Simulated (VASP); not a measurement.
# Ba (Im-3m) in VASP: further runs

The runs below take Ba through single point, with revPBE.

Everything below comes from runs of VASP 6.6.1. Logs are shortened: lines on timing, memory, paths and dates and some standing lists are left out, and cuts for length are marked.

### Step 1. The cell of the first run

The structure is cubic, space group Im-3m (No. 229). Conventional cell: a = 5.120 Å, b = 5.120 Å, c = 5.120 Å, α = 90.00°, β = 90.00°, γ = 90.00°. Within 5.8 Å of Ba (site symmetry m-3m) lie 14 Ba at 4.43 to 5.12 Å.

### Step 2. Single point, revPBE

INCAR reads:

```
SYSTEM = Ba
  ALGO = Normal
  EDIFF = 1E-6
  ENCUT = 520
  GGA = RE
  ISIF = 2
  ISMEAR = -1
  LASPH = .True.
  LCHARG = .True.
  LELF = .True.
  LREAL = .False.
  LVHAR = .True.
  LWAVE = .False.
  NBANDS = 11
  NELM = 100
  PREC = Accurate
  SIGMA = 0.1
```

KPOINTS reads:

```
k-points
0
Gamma
  14 14 14
  0 0 0
```

POSCAR reads:

```
Ba
1.0
   -2.5600063364      2.5600063364      2.5600063364
    2.5600063364     -2.5600063364      2.5600063364
    2.5600063364      2.5600063364     -2.5600063364
Ba
1
Direct
    0.0000000000      0.0000000000      0.0000000000
```

Potentials or basis: VASP PAW PBE potentials, release 64 (Ba_sv).

Command:

```
$ cat potpaw_PBE.64/Ba_sv/POTCAR > POTCAR
$ mpirun -np 1 vasp_std > vasp.out
```

OUTCAR:

```text
SYSTEM = Ba
   EDIFF = 1E-6
   ENCUT = 520
   GGA = RE
   ISIF = 2
   ISMEAR = -1
   LASPH = .True.
   LREAL = .False.
   NELM = 100
   PREC = Accurate

 ion  position               nearest neighbor table
   1  0.000  0.000  0.000-

  LATTYP: Found a body centered cubic cell.
 ALAT       =     5.1200126728

  Lattice vectors:

 A1 = (  -2.5600063364,   2.5600063364,   2.5600063364)
 A2 = (   2.5600063364,  -2.5600063364,   2.5600063364)
 A3 = (   2.5600063364,   2.5600063364,  -2.5600063364)

Analysis of symmetry for initial positions (statically):
=====================================================================
 Subroutine PRICEL returns:
 Original cell was already a primitive cell.

 Routine SETGRP: Setting up the symmetry group for a
 body centered cubic supercell.

 Subroutine GETGRP returns: Found 48 space group operations
 (whereof 48 operations were pure point group operations)
 out of a pool of 48 trial point group operations.

The static configuration has the point symmetry O_h .

Analysis of symmetry for dynamics (positions and initial velocities):
=====================================================================
 Subroutine PRICEL returns:
 Original cell was already a primitive cell.

 Routine SETGRP: Setting up the symmetry group for a
 body centered cubic supercell.

 Subroutine GETGRP returns: Found 48 space group operations
 (whereof 48 operations were pure point group operations)
 out of a pool of 48 trial point group operations.

The dynamic configuration has the point symmetry O_h .

 Subroutine INISYM returns: Found 48 space group operations
 (whereof 48 operations are pure point group operations),
 and found     1 'primitive' translations

----------------------------------------------------------------------------------------

                                     Primitive cell

  volume of cell :      67.1094

  direct lattice vectors                    reciprocal lattice vectors
    -2.560006336  2.560006336  2.560006336     0.000000000  0.195312017  0.195312017
     2.560006336 -2.560006336  2.560006336     0.195312017  0.000000000  0.195312017
     2.560006336  2.560006336 -2.560006336     0.195312017  0.195312017  0.000000000

  length of vectors
     4.434061042  4.434061042  4.434061042     0.276212903  0.276212903  0.276212903

  position of ions in fractional coordinates (direct lattice)
     0.000000000  0.000000000  0.000000000

  ion indices of the primitive-cell ions
   primitive index   ion index
                 1           1

----------------------------------------------------------------------------------------

 KPOINTS: k-points

Automatic generation of k-mesh.
 Grid dimensions read from file:
 generate k-points for:   14   14   14

 Generating k-lattice:

  Cartesian coordinates                     Fractional coordinates (reciprocal lattice)
     0.000000000  0.013950858  0.013950858     0.071428571  0.000000000  0.000000000
     0.013950858  0.000000000  0.013950858     0.000000000  0.071428571  0.000000000
     0.013950858  0.013950858  0.000000000     0.000000000  0.000000000  0.071428571

  Length of vectors
     0.019729493  0.019729493  0.019729493

  Shift w.r.t. Gamma in fractional coordinates (k-lattice)
     0.000000000  0.000000000  0.000000000

 Subroutine IBZKPT returns following result:
 ===========================================

 Found    104 irreducible k-points:

 Following reciprocal coordinates:
            Coordinates               Weight
  0.000000  0.000000  0.000000      1.000000
  0.071429  0.000000  0.000000     12.000000
  0.142857  0.000000  0.000000     12.000000
  0.214286  0.000000  0.000000     12.000000
  0.285714  0.000000  0.000000     12.000000
  0.357143  0.000000  0.000000     12.000000
[... 16 lines left out ...]
  0.285714  0.285714  0.000000     24.000000
  0.357143  0.285714  0.000000     24.000000
 [... further k-points ...]
   k-points           NKPTS =    104   k-points in BZ     NKDIM =    104   number of bands    NBANDS=     11
   number of dos      NEDOS =    301   number of ions     NIONS =      1
   total plane-waves  NPLWV =  46656
   dimension x,y,z NGX =    36 NGY =   36 NGZ =   36
   dimension x,y,z NGXF=    72 NGYF=   72 NGZF=   72
   ions per type =               1
   NGX,Y,Z   is equivalent  to a cutoff of  13.50, 13.50, 13.50 a.u.
   NGXF,Y,Z  is equivalent  to a cutoff of  26.99, 26.99, 26.99 a.u.
 SYSTEM =  Ba
   PREC   = accura    normal or accurate (medium, high low for compatibility)
   ISTART =      0    job   : 0-new  1-cont  2-samecut
   ICHARG =      2    charge: 1-file 2-atom 10-const
   ISPIN  =      1    spin polarized calculation?
   LNONCOLLINEAR =      F non collinear calculations
   LSORBIT =      F    spin-orbit coupling
   LASPH  =      T    aspherical Exc in radial PAW
   ENCUT  =  520.0 eV  38.22 Ry    6.18 a.u.   8.24  8.24  8.24*2*pi/ulx,y,z
   NELM   =    100;   NELMIN=  2; NELMDL= -5     # of ELM steps
   EDIFF  = 0.1E-05   stopping-criterion for ELM
   LREAL  =      F    real-space projection
   EDIFFG = 0.1E-04   stopping-criterion for IOM
   NSW    =      0    number of steps for IOM
   IBRION =     -1    ionic relax: 0-MD 1-quasi-New 2-CG
   NFREE  =      0    steps in history (QN), initial steepest desc. (CG)
   ISIF   =      2    stress and relaxation
   ISYM   =      2    0-nonsym 1-usesym 2-fastsym
   POTIM  = 0.5000    time-step for ionic-motion
   TEBEG  =    0.0;   TEEND  =   0.0 temperature during run
   PSTRESS=    0.0 pullay stress
   NELECT =      10.0000    total number of electrons
   NUPDOWN=      -1.0000    fix difference up-down
   EMIN   =  10.00;   EMAX   =-10.00  energy-range for DOS
   EFERMI =   0.00;   METHOD = LEGACY
   ISMEAR =    -1;   SIGMA  =   0.10  broadening in eV -4-tet -1-fermi 0-gaus
   EFERMI_NEDOS =   21; number of points for ismear=-14 and -15
   IALGO  =     38    algorithm
   IMIX   =      4    mixing-type and parameters
     AMIX     =   0.40;   BMIX     =  1.00
     AMIX_MAG =   1.60;   BMIX_MAG =  1.00
  volume/ion in A,a.u.               =      67.11       452.88
  Fermi-wavevector in a.u.,A,eV,Ry     =   0.867922  1.640134 10.249102  0.753288
  Thomas-Fermi vector in A             =   1.986525
   LORBIT       =      0    0 simple, 1 ext, 2 COOP (PROOUT), +10 PAW based schemes
   GGA     = RE    functional components
   LHFCALC =     F    Hartree Fock is set to
   AEXX    =    0.0000 exact exchange contribution
   IVDW    =     0    specifies the selected vdW correction
   LEPSILON=     F    determine dielectric tensor
   LRPA    =     F    only Hartree local field effects (RPA)
 non-spin polarized calculation
  energy-cutoff  :      520.00
  volume of cell :       67.11
 maximum number of plane-waves:      1865
 NGX is ok and might be reduce to    36
   NGX = 17   NGY = 17   NGZ = 17

 number of electron      10.0000000 magnetization

 number of electron       9.9999999 magnetization

 Free energy of the ion-electron system (eV)
  ---------------------------------------------------
  ext. energy  EPLUGINS =         0.00000000
  ---------------------------------------------------
  free energy    TOTEN  =        -1.73806920 eV

  energy without entropy =       -1.69204360  energy(sigma->0) =       -1.71505640

 E-fermi :   1.5406     XC(G=0):  -7.1268

 val. band max:        1.5240554890   @ k =   0.5000   0.5000   0.2857
 cond. band min:       1.5477847149   @ k =  -0.4286   0.4286   0.2857
 fundamental gap:      0.0237292259
 Fermi energy:         1.5405512730

 k-point     1 :       0.0000    0.0000    0.0000
  band No.  band energies     occupation
      1     -27.4975      2.00000
      2     -12.4883      2.00000
      3     -12.4883      2.00000
      4     -12.4883      2.00000
      5      -1.1792      2.00000
      6       3.3137      0.00000
      7       3.3137      0.00000
      8       3.3137      0.00000
      9       4.6081      0.00000
     10       4.6081      0.00000
     11       8.2615      0.00000

 k-point     2 :       0.0714    0.0000    0.0000
  band No.  band energies     occupation
      1     -27.4959      2.00000
      2     -12.5077      2.00000
      3     -12.4943      2.00000
      4     -12.4883      2.00000
      5      -1.0904      2.00000
      6       3.2392      0.00000
      7       3.2751      0.00000
      8       3.4036      0.00000
      9       4.4848      0.00000
     10       4.6027      0.00000
     11       8.3629      0.00000

 k-point     3 :       0.1429    0.0000    0.0000
  band No.  band energies     occupation
      1     -27.4914      2.00000
      2     -12.5614      2.00000
      3     -12.5112      2.00000
      4     -12.4886      2.00000
      5      -0.8354      2.00000
      6       3.0492      0.00000
      7       3.1080      0.00000
      8       3.6699      0.00000
      9       4.3199      0.00000
     10       4.6006      0.00000
     11       8.5930      0.00000

 k-point     4 :       0.2143    0.0000    0.0000
  band No.  band energies     occupation
      1     -27.4849      2.00000
      2     -12.6373      2.00000
      3     -12.5355      2.00000
      4     -12.4890      2.00000
      5      -0.4498      2.00000
      6       2.8064      0.00001
      7       2.8111      0.00001
      8       4.1028      0.00000
      9       4.3283      0.00000
     10       4.6316      0.00000
     11       8.6462      0.00000
[... 239 lines left out ...]
 k-point    22 :       0.3571    0.2143    0.0000
  band No.  band energies     occupation
      1     -27.4627      2.00000
      2     -12.8048      2.00000
      3     -12.6644      2.00000
      4     -12.5275      2.00000
      5       1.2177      1.92382
      6       2.0952      0.00778
      7       2.2491      0.00167
      8       4.4966      0.00000
      9       5.0768      0.00000
     10       6.4913      0.00000
     11       6.8923      0.00000

 k-point    23 :       0.2857    0.2857    0.0000
  band No.  band energies     occupation
      1     -27.4623      2.00000
      2     -12.7846      2.00000
      3     -12.6862      2.00000
      4     -12.5321      2.00000
      5       1.3947      1.62271
      6       1.9366      0.03739
      7       2.2276      0.00207
      8       4.6247      0.00000
      9       4.9391      0.00000
     10       6.3434      0.00000
     11       6.9926      0.00000

 k-point    24 :       0.3571    0.2857    0.0000
  band No.  band energies     occupation
      1     -27.4613      2.00000
      2     -12.7703      2.00000
      3     -12.7138      2.00000
      4     -12.5341      2.00000
      5       1.5484      0.96062
      6       2.0109      0.01796
      7       2.0592      0.01112
      8       4.7132      0.00000
      9       4.9802      0.00000
     10       6.0257      0.00000
     11       7.3724      0.00000

 [... further k-points ...]
[... 5 lines left out ...]
  --------------------------------------------------------------------------------------
  -------------------------------------------------------------------------------------
  Total        0.0243337      0.0243337      0.0243337      0.0000000      0.0000000      0.0000000
  in kB        0.5809461      0.5809461      0.5809461      0.0000000      0.0000000      0.0000000
  external PRESSURE =       0.5809461 kB  Pullay stress =       0.0000000 kB

 VOLUME and BASIS-vectors are now :
 -----------------------------------------------------------------------------
  energy-cutoff  :      520.00
  volume of cell :       67.11
      direct lattice vectors                 reciprocal lattice vectors
    -2.560006336  2.560006336  2.560006336     0.000000000  0.195312017  0.195312017
     2.560006336 -2.560006336  2.560006336     0.195312017  0.000000000  0.195312017
     2.560006336  2.560006336 -2.560006336     0.195312017  0.195312017  0.000000000

 POSITION                                       TOTAL-FORCE (eV/Angst)
 -----------------------------------------------------------------------------------
      0.00000      0.00000      0.00000        -0.000000      0.000000      0.000000
 -----------------------------------------------------------------------------------
    total drift:                                0.000000      0.000000      0.000000

  FREE ENERGIE OF THE ION-ELECTRON SYSTEM (eV)
  ---------------------------------------------------
  free  energy   TOTEN  =        -1.7380691993 eV

  energy  without entropy=       -1.6920435990  energy(sigma->0) =       -1.71505640
```

Run time: 44 s. Hardware: 1 thread of AMD EPYC 9R45 (Zen 5), shared host; peak memory 0.21 GiB.

Results:

| Property | Result |
| --- | --- |
| Free energy | -1.7381 eV |
| Pressure | 0.1 GPa |
| Band gap on the k mesh | zero (bands 5 and 6 overlap by 0.84 eV) |

Caveat: the PAW data sets were made with another functional, which shifts forces and pressure a little; spin-orbit coupling is left out, which moves the levels of the heavy elements.

### Step 3. Single point, revPBE (69.79 Å³/atom)

This run uses another cell than the first one, of 69.79 Å³/atom.

INCAR reads:

```
ALGO = Normal
EDIFF = 1E-6
ENCUT = 520
GGA = RE
ISIF = 2
ISMEAR = -1
LASPH = True
LCHARG = False
LREAL = False
LWAVE = False
NBANDS = 11
NELM = 100
PREC = Accurate
SIGMA = 0.1
```

KPOINTS reads:

```
k-points
0
Gamma
  14 14 14
```

POSCAR reads:

```
Ba
1.0
   -2.5936944935      2.5936944935      2.5936944935
    2.5936944935     -2.5936944935      2.5936944935
    2.5936944935      2.5936944935     -2.5936944935
Ba
1
Direct
    0.0000000000      0.0000000000      0.0000000000
```

Potentials or basis: VASP PAW PBE potentials, release 64 (Ba_sv).

Command:

```
$ cat potpaw_PBE.64/Ba_sv/POTCAR > POTCAR
$ mpirun -np 1 vasp_std > vasp.out
```

Run time: 44 s. Hardware: 1 thread of AMD EPYC 9R45 (Zen 5), shared host; peak memory 0.22 GiB.

The run converged. Its results:

```
Free energy            : -1.7365 eV
Pressure               : -0.2 GPa
Band gap on the k mesh : zero (bands 5 and 6 overlap by 0.76 eV)
```

Levels at points of the mesh, in eV from the Fermi level:
```tsv
k point	band 1	band 2	band 3	band 4	band 5	band 6	band 7	band 8	band 9	band 10
(0.00, 0.00, 0.00)	-29.11	-14.12	-14.12	-14.12	-2.70	1.73	1.73	1.73	2.97	2.97
(0.50, 0.00, 0.00)	-29.09	-14.44	-14.22	-14.12	-0.83	0.70	0.93	2.92	3.45	4.69
(0.50, 0.50, 0.50)	-29.07	-14.35	-14.35	-14.35	-0.43	-0.43	3.87	3.87	3.87	4.27
```

Caveat: the PAW data sets were made with another functional, which shifts forces and pressure a little; spin-orbit coupling is left out, which moves the levels of the heavy elements.

(Continued in part 2 of 3.)
